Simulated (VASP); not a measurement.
# WC in VASP: single point with PBE

Aim: the single point of WC with PBE.

Everything below comes from runs of VASP 6.6.1. Logs are shortened: lines on timing, memory, paths and dates and some standing lists are left out, and cuts for length are marked.

## Step 1: The cell of the first run

The cell holds a slab with vacuum, 16 atoms: a = 5.687 Å, b = 5.687 Å, c = 16.189 Å, α = 90.00°, β = 90.00°, γ = 120.00°.

## Step 2: Single point, PBE

Contents of INCAR:

```
ALGO     = Normal         # electronic algorithm
EDIFF    = 1E-6           # SCF threshold, eV
ENCUT    = 1000           # plane-wave cutoff, eV
GGA      = PE             # functional
GGA_COMPAT= F            
ISIF     = 2              # what is computed and relaxed
ISMEAR   = -1             # smearing method
LASPH    = T              # aspherical terms in the spheres
LCHARG   = F              # write CHGCAR
LREAL    = Auto         
LWAVE    = F              # write WAVECAR
NBANDS   = 86             # bands
NELM     = 120            # most SCF steps
NELMDL   = -8           
PREC     = Accurate       # precision mode
SIGMA    = 0.1            # smearing width, eV
```

Contents of KPOINTS:

```
k-points
0
Gamma
  3 3 1
```

Contents of POSCAR:

```
WC
1.0
    5.6872001868      0.0000000000      0.0000000000
   -2.8436000934      4.9252598382      0.0000000000
    0.0000000000      0.0000000000     16.1894250000
W C
8 8
Direct
    0.0000000000      0.0000000000      0.0617687000
    0.0000000000      0.0000000000      0.2408782996
    0.0000000000      0.5000000000      0.0617687000
    0.0000000000      0.5000000000      0.2408782996
    0.5000000000      0.0000000000      0.0617687000
    0.5000000000      0.0000000000      0.2408782996
    0.5000000000      0.5000000000      0.0617687000
    0.5000000000      0.5000000000      0.2408782996
    0.3333333333      0.1666666667      0.1443941962
    0.3333333333      0.1666666667      0.3118278305
    0.3333333333      0.6666666667      0.1443941962
    0.3333333333      0.6666666667      0.3118278305
    0.8333333333      0.1666666667      0.1443941962
    0.8333333333      0.1666666667      0.3118278305
    0.8333333333      0.6666666667      0.1443941962
    0.8333333333      0.6666666667      0.3118278305
```

Potentials or basis: VASP PAW PBE potentials, release 64 (W_sv, C_h).

The run is started by

```bash
$ cat potpaw_PBE.64/W_sv/POTCAR potpaw_PBE.64/C_h/POTCAR > POTCAR
$ mpirun -np 1 vasp_std > vasp.out
```

OUTCAR:

```text
EDIFF = 1E-6
   ENCUT = 1000
   GGA = PE
   ISIF = 2
   ISMEAR = -1
   LASPH = T
   LREAL = Auto
   NELM = 120
   NELMDL = -8
   PREC = Accurate

 ion  position               nearest neighbor table
   1  0.000  0.000  0.062-   9 2.12  15 2.12  13 2.12   5 2.84   5 2.84   3 2.84   3 2.84   7 2.84
                             7 2.84   2 2.90
   2  0.000  0.000  0.241-  10 2.00  16 2.00  14 2.00   9 2.27  15 2.27  13 2.27   6 2.84   6 2.84
                             8 2.84   4 2.84   4 2.84   8 2.84   1 2.90
   3  0.000  0.500  0.062-  11 2.12  13 2.12  15 2.12   7 2.84   7 2.84   5 2.84   1 2.84   1 2.84
                             5 2.84   4 2.90
   4  0.000  0.500  0.241-  12 2.00  14 2.00  16 2.00  11 2.27  13 2.27  15 2.27   8 2.84   8 2.84
                             2 2.84   2 2.84   6 2.84   6 2.84   3 2.90
   5  0.500  0.000  0.062-  13 2.12  11 2.12   9 2.12   1 2.84   1 2.84   3 2.84   7 2.84   7 2.84
                             3 2.84   6 2.90
   6  0.500  0.000  0.241-  14 2.00  12 2.00  10 2.00  13 2.27  11 2.27   9 2.27   2 2.84   2 2.84
                             8 2.84   8 2.84   4 2.84   4 2.84   5 2.90
   7  0.500  0.500  0.062-  15 2.12   9 2.12  11 2.12   3 2.84   3 2.84   1 2.84   5 2.84   5 2.84
                             1 2.84   8 2.90
   8  0.500  0.500  0.241-  16 2.00  10 2.00  12 2.00  15 2.27   9 2.27  11 2.27   4 2.84   4 2.84
                             6 2.84   6 2.84   2 2.84   2 2.84   7 2.90
   9  0.333  0.167  0.144-   1 2.12   7 2.12   5 2.12   2 2.27   8 2.27   6 2.27
[... 14 lines left out ...]
 A1 = (   5.6872001868,   0.0000000000,   0.0000000000)
 A2 = (  -2.8436000934,   4.9252598382,   0.0000000000)
 A3 = (   0.0000000000,   0.0000000000,  16.1894250000)

Analysis of symmetry for initial positions (statically):
=====================================================================
 Subroutine PRICEL returns following result:

  LATTYP: Found a hexagonal cell.
 ALAT       =     2.8436000934
 C/A-ratio  =     5.6932847335

  Lattice vectors:

 A1 = (   2.8436000934,   0.0000000000,   0.0000000000)
 A2 = (  -1.4218000467,   2.4626299191,   0.0000000000)
 A3 = (   0.0000000000,   0.0000000000,  16.1894250000)

   4 primitive cells build up your supercell.

 Routine SETGRP: Setting up the symmetry group for a
 hexagonal supercell.

 Subroutine GETGRP returns: Found  6 space group operations
 (whereof  6 operations were pure point group operations)
 out of a pool of 24 trial point group operations.

The static configuration has the point symmetry C_3v.

Analysis of symmetry for dynamics (positions and initial velocities):
=====================================================================
 Subroutine PRICEL returns following result:

  LATTYP: Found a hexagonal cell.
[... 110 lines left out ...]
   PSTRESS=    0.0 pullay stress
   NELECT =     144.0000    total number of electrons
   NUPDOWN=      -1.0000    fix difference up-down
   EMIN   =  10.00;   EMAX   =-10.00  energy-range for DOS
   EFERMI =   0.00;   METHOD = LEGACY
   ISMEAR =    -1;   SIGMA  =   0.10  broadening in eV -4-tet -1-fermi 0-gaus
   EFERMI_NEDOS =   21; number of points for ismear=-14 and -15
   IALGO  =     38    algorithm
   IMIX   =      4    mixing-type and parameters
     AMIX     =   0.40;   BMIX     =  1.00
     AMIX_MAG =   1.60;   BMIX_MAG =  1.00
  volume/ion in A,a.u.               =      28.34       191.27
  Fermi-wavevector in a.u.,A,eV,Ry     =   1.116887  2.110611 16.972410  1.247437
  Thomas-Fermi vector in A             =   2.253505
   LORBIT       =      0    0 simple, 1 ext, 2 COOP (PROOUT), +10 PAW based schemes
   GGA     = PE    functional components
   LHFCALC =     F    Hartree Fock is set to
   AEXX    =    0.0000 exact exchange contribution
   IVDW    =     0    specifies the selected vdW correction
   LEPSILON=     F    determine dielectric tensor
   LRPA    =     F    only Hartree local field effects (RPA)
 non-spin polarized calculation
  energy-cutoff  :     1000.00
  volume of cell :      453.48
 maximum number of plane-waves:     32580
 NGX is ok and might be reduce to    60
   NGX = 29   NGY = 29   NGZ = 83

 number of electron     143.9999997 magnetization

 Free energy of the ion-electron system (eV)
  ---------------------------------------------------
  ext. energy  EPLUGINS =         0.00000000
  ---------------------------------------------------
  free energy    TOTEN  =      -161.87353906 eV

  energy without entropy =     -161.73391702  energy(sigma->0) =     -161.80372804

 E-fermi :   0.8759     XC(G=0):  -6.2006

 val. band max:        0.3064853308   @ k =   0.3333   0.3333   0.0000
 cond. band min:       1.0492266230   @ k =   0.3333   0.0000   0.0000
 fundamental gap:      0.7427412922
 Fermi energy:         0.8759259980

 k-point     1 :       0.0000    0.0000    0.0000
  band No.  band energies     occupation
      1     -73.2055      2.00000
      2     -73.1246      2.00000
      3     -73.1246      2.00000
      4     -73.1246      2.00000
      5     -73.0895      2.00000
      6     -73.0148      2.00000
[... 250 lines left out ...]
     83       3.3572      0.00000
     84       3.5074      0.00000
 [bands above 84 left out]

------------------------ aborting loop because EDIFF is reached ----------------------------------------

  FORCE on cell =-STRESS in cart. coord.  units (eV):
  Direction    XX          YY          ZZ          XY          YZ          ZX
  --------------------------------------------------------------------------------------
  -------------------------------------------------------------------------------------
  Total       26.2803277     26.2803277     -0.0277615      0.0000000      0.0000000     -0.0000000
  in kB       92.8500779     92.8500779     -0.0980832      0.0000000      0.0000000     -0.0000000
  external PRESSURE =      61.8673575 kB  Pullay stress =       0.0000000 kB

 VOLUME and BASIS-vectors are now :
 -----------------------------------------------------------------------------
  energy-cutoff  :     1000.00
  volume of cell :      453.48
      direct lattice vectors                 reciprocal lattice vectors
     5.687200187  0.000000000  0.000000000     0.175833445  0.101517487  0.000000000
    -2.843600093  4.925259838  0.000000000     0.000000000  0.203034973  0.000000000
     0.000000000  0.000000000 16.189425000     0.000000000  0.000000000  0.061768716

 POSITION                                       TOTAL-FORCE (eV/Angst)
 -----------------------------------------------------------------------------------
      0.00000      0.00000      1.00000         0.000000     -0.000000     -0.023039
      0.00000      0.00000      3.89968        -0.000000      0.000000     -0.016204
     -1.42180      2.46263      1.00000         0.000000     -0.000000     -0.023039
     -1.42180      2.46263      3.89968        -0.000000      0.000000     -0.016204
      2.84360      0.00000      1.00000         0.000000     -0.000000     -0.023039
      2.84360      0.00000      3.89968        -0.000000      0.000000     -0.016204
[... 8 lines left out ...]
      2.84360      3.28351      2.33766        -0.000000      0.000000      0.030842
      2.84360      3.28351      5.04831        -0.000000     -0.000000      0.008401
 -----------------------------------------------------------------------------------
    total drift:                                0.000001     -0.000000     -0.058774

  FREE ENERGIE OF THE ION-ELECTRON SYSTEM (eV)
  ---------------------------------------------------
  free  energy   TOTEN  =      -161.8735390633 eV

  energy  without entropy=     -161.7339170248  energy(sigma->0) =     -161.80372804
```

OSZICAR:

```text
N       E                     dE             d eps       ncg     rms          rms(c)
DAV:   1     0.226389646429E+04    0.22639E+04   -0.11080E+05   556   0.258E+03
DAV:   2    -0.131167015916E+02   -0.22770E+04   -0.22267E+04   598   0.624E+02
DAV:   3    -0.179415781446E+03   -0.16630E+03   -0.15998E+03   690   0.151E+02
[... 22 lines left out ...]
DAV:  26    -0.161873526941E+03   -0.53439E-04   -0.95680E-06   538   0.138E-02    0.622E-03
DAV:  27    -0.161873531575E+03   -0.46342E-05   -0.26760E-06   430   0.573E-03    0.336E-03
DAV:  28    -0.161873537346E+03   -0.57709E-05   -0.36525E-07   328   0.281E-03    0.157E-03
DAV:  29    -0.161873538535E+03   -0.11894E-05   -0.18254E-07   326   0.193E-03    0.508E-04
DAV:  30    -0.161873539063E+03   -0.52830E-06   -0.73304E-08   312   0.152E-03
   1 F= -.16187354E+03 E0= -.16180373E+03  d E =-.139622E+00
```

It took 24 min on 1 thread of AMD EPYC 7R43 (Zen 3), shared host; peak memory 1.2 GiB.

Results:

```yaml
Free_energy: -161.8735 eV
Largest_force: 0.031 eV/Å
Band_gap_on_the_k_mesh: zero (bands 72 and 73 overlap by 1.00 eV)
```

Forces on the atoms (eV/Å):
```
W    0.000  0.000 -0.023
W    0.000  0.000 -0.016
W    0.000  0.000 -0.023
W    0.000  0.000 -0.016
W    0.000  0.000 -0.023
W    0.000  0.000 -0.016
W    0.000  0.000 -0.023
W    0.000  0.000 -0.016
C    0.000  0.000  0.031
C    0.000  0.000  0.008
C    0.000  0.000  0.031
C    0.000  0.000  0.008
C    0.000  0.000  0.031
C    0.000  0.000  0.008
C    0.000  0.000  0.031
C    0.000  0.000  0.008
```

Levels at points of the mesh, in eV from the Fermi level:
```
           k point  band 68  band 69  band 70  band 71  band 72  band 73  band 74  band 75  band 76  band 77
(0.00, 0.00, 0.00)    -1.03     0.24     0.24     0.43     0.43     0.43     0.75     1.17     1.17     1.17
```

Caveat: the k points lie up to 0.43 Å⁻¹ apart, too coarse for converged energies and pressures of a metal; there is no dipole correction, which matters where the two faces differ; spin-orbit coupling is left out, which moves the levels of the heavy elements.

The gap in the log of VASP goes by the Fermi energy; the results here count the filled bands.